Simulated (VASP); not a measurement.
# Sb in VASP: further runs, part 2 of 2

VASP 6.6.1. Earlier steps stand in the parts before.

**3. Single point, PBE (biaxial strain in the a-b plane: +6.0 %)**

File INCAR:

```
SYSTEM = Sb
  PREC = Accurate
  ENCUT = 520
  EDIFF = 1E-6
  ISMEAR = 0
  SIGMA = 0.1
  LREAL = .FALSE.
  LASPH = .TRUE.
  NELM = 60
  ALGO = Normal
  ISIF = 2
  LWAVE = .FALSE.
  LCHARG = .FALSE.
  GGA = PE
  NBANDS = 12
```

File KPOINTS:

```
regular mesh
0
G
  14 10 10
  0 0 0
```

File POSCAR:

```
Sb
1.0
    3.2971066442      0.0000000000      0.0000000000
    0.0000000000      4.6602093029      0.0000000000
   -0.0100659853      0.0000000000      4.2369022762
Sb
2
Direct
    0.0000058576      0.7500000000      0.7499749934
    0.9999941424      0.2500000000      0.2500250066
```

Potentials or basis: VASP PAW PBE potentials, release 64 (Sb).

Launch:

```
cat potpaw_PBE.64/Sb/POTCAR > POTCAR
mpirun -np 1 vasp_std > vasp.out
```

OUTCAR:

```text
SYSTEM = Sb
   PREC = Accurate
   ENCUT = 520
   EDIFF = 1E-6
   ISMEAR = 0
   LREAL = .FALSE.
   LASPH = .TRUE.
   NELM = 60
   ISIF = 2
   GGA = PE

 ion  position               nearest neighbor table
   1  0.000  0.750  0.750-   2 3.15   2 3.15   2 3.15   2 3.15
   2  1.000  0.250  0.250-   1 3.15   1 3.15   1 3.15   1 3.15

  LATTYP: Found a simple monoclinic cell.
 ALAT       =     3.2971066442
 B/A-ratio  =     1.4134238912
 C/A-ratio  =     1.2850400945
 COS(beta)  =    -0.0023757822

  Lattice vectors:

 A1 = (   3.2971066442,   0.0000000000,   0.0000000000)
 A2 = (   0.0000000000,   4.6602093029,   0.0000000000)
 A3 = (  -0.0100659853,   0.0000000000,   4.2369022762)

Analysis of symmetry for initial positions (statically):
=====================================================================
 Subroutine PRICEL returns:
 Original cell was already a primitive cell.

 Routine SETGRP: Setting up the symmetry group for a
 simple monoclinic supercell.

 Subroutine GETGRP returns: Found  4 space group operations
 (whereof  2 operations were pure point group operations)
 out of a pool of  4 trial point group operations.

[... 178 lines left out ...]
      5       8.3334      0.00000
      6       8.7431      0.00000
      7       9.3635      0.00000
      8       9.7922      0.00000
      9      12.0230      0.00000
     10      12.3937      0.00000
     11      13.2877      0.00000
     12      14.1309      0.00000
[... 331 lines left out ...]
 k-point    24 :       0.5000    0.2000   -0.0000
  band No.  band energies     occupation
      1      -3.6549      2.00000
      2      -0.0672      2.00000
      3       1.4205      2.00000
      4       4.4296      2.00000
      5       5.0859      2.00000
      6       5.2996      2.00000
      7       9.5992      0.00000
      8      10.2956      0.00000
      9      10.8715      0.00000
     10      11.6164      0.00000
     11      12.0381      0.00000
     12      14.4403      0.00000

 [... further k-points ...]

------------------------ aborting loop because EDIFF is reached ----------------------------------------

  FORCE on cell =-STRESS in cart. coord.  units (eV):
  Direction    XX          YY          ZZ          XY          YZ          ZX
  --------------------------------------------------------------------------------------
  -------------------------------------------------------------------------------------
  Total       -2.6490312     -1.3723434     -0.3236878      0.0000000      0.0000000      0.0097188
  in kB      -65.1944750    -33.7743116     -7.9661798      0.0000000      0.0000000      0.2391872
  external PRESSURE =     -35.6449888 kB  Pullay stress =       0.0000000 kB

 VOLUME and BASIS-vectors are now :
 -----------------------------------------------------------------------------
  energy-cutoff  :      520.00
  volume of cell :       65.10
      direct lattice vectors                 reciprocal lattice vectors
     3.297106644  0.000000000  0.000000000     0.303296225  0.000000000  0.000720568
     0.000000000  4.660209303  0.000000000     0.000000000  0.214582637  0.000000000
    -0.010065985  0.000000000  4.236902276     0.000000000  0.000000000  0.236021493

 POSITION                                       TOTAL-FORCE (eV/Angst)
 -----------------------------------------------------------------------------------
     -0.00753      3.49516      3.17757        -0.000013      0.000000      0.000056
      3.29457      1.16505      1.05933         0.000013     -0.000000     -0.000056
 -----------------------------------------------------------------------------------
    total drift:                               -0.000000     -0.000000     -0.000000

  FREE ENERGIE OF THE ION-ELECTRON SYSTEM (eV)
  ---------------------------------------------------
  free  energy   TOTEN  =        -8.0742225925 eV

  energy  without entropy=       -8.0684344335  energy(sigma->0) =       -8.07132851
```

OSZICAR:

```text
N       E                     dE             d eps       ncg     rms          rms(c)
DAV:   1     0.307411624018E+02    0.30741E+02   -0.34349E+03 10368   0.646E+02
DAV:   2    -0.631050139648E+01   -0.37052E+02   -0.35805E+02 13820   0.993E+01
DAV:   3    -0.804962330814E+01   -0.17391E+01   -0.17170E+01 12756   0.241E+01
DAV:   4    -0.806530788845E+01   -0.15685E-01   -0.15649E-01 11816   0.274E+00
DAV:   5    -0.806551377300E+01   -0.20588E-03   -0.20588E-03 12520   0.341E-01    0.234E+00
DAV:   6    -0.807045737431E+01   -0.49436E-02   -0.24803E-03 11780   0.298E-01    0.137E+00
DAV:   7    -0.807406790513E+01   -0.36105E-02   -0.51640E-03 11356   0.427E-01    0.912E-02
DAV:   8    -0.807421528064E+01   -0.14738E-03   -0.19254E-04 12452   0.904E-02    0.102E-02
DAV:   9    -0.807422215853E+01   -0.68779E-05   -0.67545E-06 12040   0.162E-02    0.364E-03
DAV:  10    -0.807422259254E+01   -0.43401E-06   -0.15124E-06 11784   0.650E-03
   1 F= -.80742226E+01 E0= -.80713285E+01  d E =-.578816E-02
```

stdout:

```text
POSCAR found type information on POSCAR Sb
 POSCAR found :  1 types and       2 ions
 scaLAPACK will be used
 LDA part: xc-table for (Slater+PW92), standard interpolation
 POSCAR, INCAR and KPOINTS ok, starting setup
 FFT: planning ... GRIDC
 FFT: planning ... GRID_SOFT
 FFT: planning ... GRID
 WAVECAR not read
 entering main loop
```

Wall time 2.3 min (1 thread of Intel Xeon Platinum 8488C (Sapphire Rapids), shared host); peak memory 0.39 GiB.

Results:

* Free energy: -8.0742 eV
* Pressure: -3.6 GPa
* Band gap on the k mesh: zero (bands 5 and 6 overlap by 7.08 eV)

Stress tensor (GPa, compression positive):
```
-6.52  0.00  0.02
 0.00 -3.38  0.00
 0.02  0.00 -0.80
```

Caveat: the cell differs from its parent crystal (biaxial strain in the a-b plane: +6.0 %); the stress differs along the axes, from -7 to -1 GPa; spin-orbit coupling is left out, which moves the levels of the heavy elements.
